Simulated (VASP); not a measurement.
# WS2 in VASP: single point with PBEsol

Aim: the single point of WS2 with PBEsol.

Program: VASP 6.6.1. These are calculated values, not measurements. Logs are shortened: lines on timing, memory, paths and dates and some standing lists are left out, and cuts for length are marked.

## (1) The cell of the first run

The typed cell holds 6 atoms: a = 5.712 Å, b = 6.300 Å, c = 6.050 Å, α = 133.97°, β = 131.57°, γ = 68.42°.

## (2) Single point, PBEsol

Contents of INCAR:

```
SYSTEM = WS2
  PREC = Accurate
  ENCUT = 520
  EDIFF = 1E-7
  ISMEAR = -1
  SIGMA = 0.05
  LREAL = .False.
  LASPH = .True.
  NELM = 60
  ALGO = Normal
  ISIF = 2
  LWAVE = .False.
  LCHARG = .True.
  GGA = PS
  LELF = .True.
  LVHAR = .True.
  NBANDS = 35
```

Contents of KPOINTS:

```
Automatic mesh
0
Gamma
  6 6 6
  0 0 0
```

Contents of POSCAR:

```
WS2
1.0
   -2.2155517255      2.2143745259      4.7764667171
    2.5675005026     -2.5641254308      5.1503715534
    2.2631441762      2.6160611080     -4.9639653295
W S
2 4
Direct
    0.6850877635      0.1793835170      0.3626945843
    0.0528413685      0.0472078233      0.0982725175
    0.5481967040      0.0272871465      0.5302895781
    0.7484445900      0.7274667490     -0.0692838889
    0.1897239740      0.1993191956     -0.0693090205
    0.9894856400      0.4991305914      0.5302688947
```

Potentials or basis: VASP PAW PBE potentials, release 64 (W_sv, S).

On the command line:

```sh
$ cat potpaw_PBE.64/W_sv/POTCAR potpaw_PBE.64/S/POTCAR > POTCAR
$ mpirun -np 1 vasp_std > vasp.out
```

OUTCAR:

```text
SYSTEM = WS2
   PREC = Accurate
   ENCUT = 520
   EDIFF = 1E-7
   ISMEAR = -1
   LREAL = .False.
   LASPH = .True.
   NELM = 60
   ISIF = 2
   GGA = PS

 ion  position               nearest neighbor table
   1  0.685  0.179  0.363-   4 2.29   5 2.29   6 2.35   3 2.35   5 2.58   4 2.58   2 3.00   2 3.00

   2  0.053  0.047  0.098-   3 2.29   6 2.29   5 2.35   4 2.35   3 2.58   6 2.58   1 3.00   1 3.00

   3  0.548  0.027  0.530-   2 2.29   1 2.35   2 2.58
   4  0.748  0.727  0.931-   1 2.29   2 2.35   1 2.58
   5  0.190  0.199  0.931-   1 2.29   2 2.35   1 2.58
   6  0.989  0.499  0.530-   2 2.29   1 2.35   2 2.58

  LATTYP: Found a base centered monoclinic cell.
 ALAT       =    21.6626445671
 B/A-ratio  =     0.3186034420
 C/A-ratio  =     0.2908346673
 COS(beta)  =    -0.9694721353

  Lattice vectors:

 A1 = (  -5.1825934559,   0.2978152277, -10.1132444944)
 A2 = (  -0.3043563264,   5.1801865388, -10.1143368829)
 A3 = (   2.5675005026,  -2.5641254308,   5.1503715534)

Analysis of symmetry for initial positions (statically):
=====================================================================
 Subroutine PRICEL returns:
 Original cell was already a primitive cell.

 Routine SETGRP: Setting up the symmetry group for a
 base centered monoclinic supercell.

 Subroutine GETGRP returns: Found  1 space group operations
 (whereof  1 operations were pure point group operations)
 out of a pool of  4 trial point group operations.

The static configuration has the point symmetry C_1 .

Analysis of symmetry for dynamics (positions and initial velocities):
=====================================================================
 Subroutine PRICEL returns:
 Original cell was already a primitive cell.

 Routine SETGRP: Setting up the symmetry group for a
 base centered monoclinic supercell.

 Subroutine GETGRP returns: Found  1 space group operations
 (whereof  1 operations were pure point group operations)
 out of a pool of  4 trial point group operations.

The dynamic configuration has the point symmetry C_1 .

 Subroutine INISYM returns: Found  1 space group operations
 (whereof  1 operations are pure point group operations),
 and found     1 'primitive' translations

----------------------------------------------------------------------------------------

                                     Primitive cell

  volume of cell :     115.4846

  direct lattice vectors                    reciprocal lattice vectors
    -2.215551726  2.214374526  4.776466717    -0.006455032  0.211292328  0.108410301
     2.567500503 -2.564125431  5.150371553     0.203382967  0.001628694  0.093583599
     2.263144176  2.616061108 -4.963965329     0.204809167  0.205001261 -0.000038578

  length of vectors
     5.711983744  6.300248026  6.050334625     0.237568745  0.223886520  0.289779767

  position of ions in fractional coordinates (direct lattice)
     0.685087764  0.179383517  0.362694584
     0.052841368  0.047207823  0.098272517
     0.548196704  0.027287147  0.530289578
     0.748444590  0.727466749  0.930716111
     0.189723974  0.199319196  0.930690979
     0.989485640  0.499130591  0.530268895

  ion indices of the primitive-cell ions
   primitive index   ion index
                 1           1
                 2           2
                 3           3
                 4           4
                 5           5
                 6           6

----------------------------------------------------------------------------------------

 KPOINTS: Automatic mesh

Automatic generation of k-mesh.
 Grid dimensions read from file:
 generate k-points for:    6    6    6

 Generating k-lattice:

  Cartesian coordinates                     Fractional coordinates (reciprocal lattice)
    -0.001075839  0.035215388  0.018068383     0.166666667 -0.000000000  0.000000000
     0.033897161  0.000271449  0.015597266    -0.000000000  0.166666667  0.000000000
     0.034134861  0.034166877 -0.000006430     0.000000000 -0.000000000  0.166666667

  Length of vectors
     0.039594791  0.037314420  0.048296628

  Shift w.r.t. Gamma in fractional coordinates (k-lattice)
     0.000000000  0.000000000  0.000000000

 Subroutine IBZKPT returns following result:
 ===========================================

 Found    112 irreducible k-points:

 Following reciprocal coordinates:
            Coordinates               Weight
  0.000000  0.000000  0.000000      1.000000
  0.166667  0.000000  0.000000      2.000000
 -0.166667  0.000000  0.166667      2.000000
  0.333333  0.000000  0.000000      2.000000
 -0.333333 -0.000000  0.333333      2.000000
  0.500000  0.000000  0.000000      1.000000
[... 16 lines left out ...]
  0.333333  0.333333  0.000000      2.000000
 -0.333333 -0.333333 -0.333333      2.000000
 [... further k-points ...]
   k-points           NKPTS =    112   k-points in BZ     NKDIM =    112   number of bands    NBANDS=     35
   number of dos      NEDOS =    301   number of ions     NIONS =      6
   total plane-waves  NPLWV =  96768
   dimension x,y,z NGX =    42 NGY =   48 NGZ =   48
   dimension x,y,z NGXF=    84 NGYF=   96 NGZF=   96
   ions per type =               2   4
   NGX,Y,Z   is equivalent  to a cutoff of  12.22, 12.67, 13.19 a.u.
   NGXF,Y,Z  is equivalent  to a cutoff of  24.45, 25.33, 26.38 a.u.
 SYSTEM =  WS2
   PREC   = accura    normal or accurate (medium, high low for compatibility)
   ISTART =      0    job   : 0-new  1-cont  2-samecut
   ICHARG =      2    charge: 1-file 2-atom 10-const
   ISPIN  =      1    spin polarized calculation?
   LNONCOLLINEAR =      F non collinear calculations
   LSORBIT =      F    spin-orbit coupling
   LASPH  =      T    aspherical Exc in radial PAW
   ENCUT  =  520.0 eV  38.22 Ry    6.18 a.u.  10.62 11.71 11.25*2*pi/ulx,y,z
   NELM   =     60;   NELMIN=  2; NELMDL= -5     # of ELM steps
   EDIFF  = 0.1E-06   stopping-criterion for ELM
   LREAL  =      F    real-space projection
   EDIFFG = 0.1E-05   stopping-criterion for IOM
   NSW    =      0    number of steps for IOM
   IBRION =     -1    ionic relax: 0-MD 1-quasi-New 2-CG
   NFREE  =      0    steps in history (QN), initial steepest desc. (CG)
   ISIF   =      2    stress and relaxation
   ISYM   =      2    0-nonsym 1-usesym 2-fastsym
   POTIM  = 0.5000    time-step for ionic-motion
   TEBEG  =    0.0;   TEEND  =   0.0 temperature during run
   PSTRESS=    0.0 pullay stress
   NELECT =      52.0000    total number of electrons
   NUPDOWN=      -1.0000    fix difference up-down
   EMIN   =  10.00;   EMAX   =-10.00  energy-range for DOS
   EFERMI =   0.00;   METHOD = LEGACY
   ISMEAR =    -1;   SIGMA  =   0.05  broadening in eV -4-tet -1-fermi 0-gaus
   EFERMI_NEDOS =   21; number of points for ismear=-14 and -15
   IALGO  =     38    algorithm
   IMIX   =      4    mixing-type and parameters
     AMIX     =   0.40;   BMIX     =  1.00
     AMIX_MAG =   1.60;   BMIX_MAG =  1.00
  volume/ion in A,a.u.               =      19.25       129.89
  Fermi-wavevector in a.u.,A,eV,Ry     =   1.254781  2.371192 21.422032  1.574475
  Thomas-Fermi vector in A             =   2.388569
   LORBIT       =      0    0 simple, 1 ext, 2 COOP (PROOUT), +10 PAW based schemes
   GGA     = PS    functional components
   LHFCALC =     F    Hartree Fock is set to
   AEXX    =    0.0000 exact exchange contribution
   IVDW    =     0    specifies the selected vdW correction
   LEPSILON=     F    determine dielectric tensor
   LRPA    =     F    only Hartree local field effects (RPA)
 non-spin polarized calculation
  energy-cutoff  :      520.00
  volume of cell :      115.48
 maximum number of plane-waves:      3144
   NGX = 21   NGY = 23   NGZ = 23

 number of electron      52.0000001 magnetization

 Free energy of the ion-electron system (eV)
  ---------------------------------------------------
  ext. energy  EPLUGINS =         0.00000000
  ---------------------------------------------------
  free energy    TOTEN  =       -47.49264402 eV

  energy without entropy =      -47.47458973  energy(sigma->0) =      -47.48361688

 E-fermi :   6.2115     XC(G=0): -10.6422

 val. band max:        6.2001475876   @ k =  -0.1667   0.0000   0.1667
 cond. band min:       6.2462712320   @ k =   0.5000   0.5000   0.0000
 fundamental gap:      0.0461236444
 Fermi energy:         6.2114616397

 k-point     1 :       0.0000    0.0000    0.0000
  band No.  band energies     occupation
      1     -68.1162      2.00000
      2     -68.0964      2.00000
      3     -32.5827      2.00000
      4     -32.4433      2.00000
      5     -32.4407      2.00000
      6     -32.4084      2.00000
[... 27 lines left out ...]
     34       8.4957      0.00000
     35      11.3784      0.00000

 k-point     2 :       0.1667    0.0000    0.0000
  band No.  band energies     occupation
      1     -68.1148      2.00000
      2     -68.0978      2.00000
      3     -32.5694      2.00000
      4     -32.4508      2.00000
      5     -32.4358      2.00000
      6     -32.4073      2.00000
[... 27 lines left out ...]
     34       9.6775      0.00000
     35      11.8613      0.00000

 k-point     3 :      -0.1667    0.0000    0.1667
  band No.  band energies     occupation
      1     -68.1148      2.00000
      2     -68.0978      2.00000
      3     -32.5694      2.00000
      4     -32.4508      2.00000
      5     -32.4358      2.00000
      6     -32.4073      2.00000
[... 27 lines left out ...]
     34       9.6773      0.00000
     35      11.8610      0.00000

 k-point     4 :       0.3333    0.0000    0.0000
  band No.  band energies     occupation
      1     -68.1112      2.00000
      2     -68.1013      2.00000
      3     -32.5366      2.00000
      4     -32.4704      2.00000
      5     -32.4246      2.00000
      6     -32.4062      2.00000
[... 27 lines left out ...]
     34      11.2902      0.00000
     35      12.6748      0.00000

 k-point     5 :      -0.3333   -0.0000    0.3333
  band No.  band energies     occupation
      1     -68.1112      2.00000
      2     -68.1013      2.00000
      3     -32.5365      2.00000
      4     -32.4704      2.00000
      5     -32.4246      2.00000
      6     -32.4062      2.00000
[... 638 lines left out ...]
 k-point    22 :      -0.1667   -0.3333    0.5000
  band No.  band energies     occupation
      1     -68.1147      2.00000
      2     -68.0978      2.00000
      3     -32.5716      2.00000
      4     -32.4502      2.00000
      5     -32.4405      2.00000
      6     -32.4107      2.00000
[... 27 lines left out ...]
     34      11.8319      0.00000
     35      12.8889      0.00000

 k-point    23 :       0.3333    0.3333    0.0000
  band No.  band energies     occupation
      1     -68.1111      2.00000
      2     -68.1014      2.00000
      3     -32.5390      2.00000
      4     -32.4693      2.00000
      5     -32.4286      2.00000
      6     -32.4109      2.00000
[... 27 lines left out ...]
     34      11.6840      0.00000
     35      13.0730      0.00000

 k-point    24 :      -0.3333   -0.3333   -0.3333
  band No.  band energies     occupation
      1     -68.1111      2.00000
      2     -68.1014      2.00000
      3     -32.5390      2.00000
      4     -32.4693      2.00000
      5     -32.4286      2.00000
      6     -32.4109      2.00000
[... 27 lines left out ...]
     34      11.6843      0.00000
     35      13.0732      0.00000

 [... further k-points ...]

------------------------ aborting loop because EDIFF is reached ----------------------------------------

  FORCE on cell =-STRESS in cart. coord.  units (eV):
  Direction    XX          YY          ZZ          XY          YZ          ZX
  --------------------------------------------------------------------------------------
  -------------------------------------------------------------------------------------
  Total        0.1267798      0.1322967      0.1448773      0.0017527     -0.0010427      0.0000021
  in kB        1.7588811      1.8354193      2.0099574      0.0243168     -0.0144654      0.0000296
  external PRESSURE =       1.8680859 kB  Pullay stress =       0.0000000 kB

 VOLUME and BASIS-vectors are now :
 -----------------------------------------------------------------------------
  energy-cutoff  :      520.00
  volume of cell :      115.48
      direct lattice vectors                 reciprocal lattice vectors
    -2.215551726  2.214374526  4.776466717    -0.006455032  0.211292328  0.108410301
     2.567500503 -2.564125431  5.150371553     0.203382967  0.001628694  0.093583599
     2.263144176  2.616061108 -4.963965329     0.204809167  0.205001261 -0.000038578

 POSITION                                       TOTAL-FORCE (eV/Angst)
 -----------------------------------------------------------------------------------
     -0.23645      2.00591      2.39579         0.001676      0.000203     -0.000105
      0.22654      0.25305      0.00771        -0.001252     -0.000407     -0.000592
      0.05562      2.53122      0.12664         0.000041      0.007985     -0.021280
      2.31590      2.22683      2.70160        -0.007226     -0.000674     -0.021332
      2.19770      2.34378     -2.68714        -0.000209     -0.007667      0.021722
      0.28934      2.29847      4.66472         0.006971      0.000559      0.021587
 -----------------------------------------------------------------------------------
    total drift:                               -0.000014     -0.000020      0.000049

  FREE ENERGIE OF THE ION-ELECTRON SYSTEM (eV)
  ---------------------------------------------------
  free  energy   TOTEN  =       -47.4926440247 eV

  energy  without entropy=      -47.4745897322  energy(sigma->0) =      -47.48361688
```

Wall time 16 min (1 thread of Intel Xeon Platinum 8375C at 2.90GHz (Ice Lake), shared host); peak memory 0.5 GiB.

What came out:

* Free energy: -47.4926 eV
* Pressure: 0.2 GPa
* Largest force: 0.023 eV/Å
* Band gap on the k mesh: zero (band 26 reaches 6.48 eV, above the bottom of band 27 at 5.97 eV)

Forces in eV/Å, atoms in the order of the input:
```
W    0.002  0.000  0.000
W   -0.001  0.000 -0.001
S    0.000  0.008 -0.021
S   -0.007 -0.001 -0.021
S    0.000 -0.008  0.022
S    0.007  0.001  0.022
```

Levels at points of the mesh, in eV from the Fermi level:
```csv
k point,band 24,band 25,band 26,band 27,band 28,band 29
"(0.00, 0.00, 0.00)",-1.40,-0.67,-0.26,0.15,0.71,1.44
"(0.50, 0.00, 0.00)",-1.70,-0.83,-0.54,1.46,1.50,1.60
"(0.50, 0.00, 0.50)",-1.70,-0.83,-0.54,1.46,1.50,1.60
"(0.00, 0.50, 0.00)",-2.22,-0.28,0.27,0.50,1.68,1.71
"(0.00, 0.50, 0.50)",-2.22,-0.28,0.27,0.50,1.68,1.71
"(0.50, 0.50, 0.00)",-1.59,0.03,0.04,1.78,1.78,2.73
"(0.00, 0.00, 0.50)",-0.84,-0.62,-0.13,1.22,2.25,2.46
"(0.50, 0.50, 0.50)",-2.07,-0.19,-0.19,0.12,0.12,1.50
```

Caveat: the PAW data sets were made with another functional, which shifts forces and pressure a little; spin-orbit coupling is left out, which moves the levels of the heavy elements.
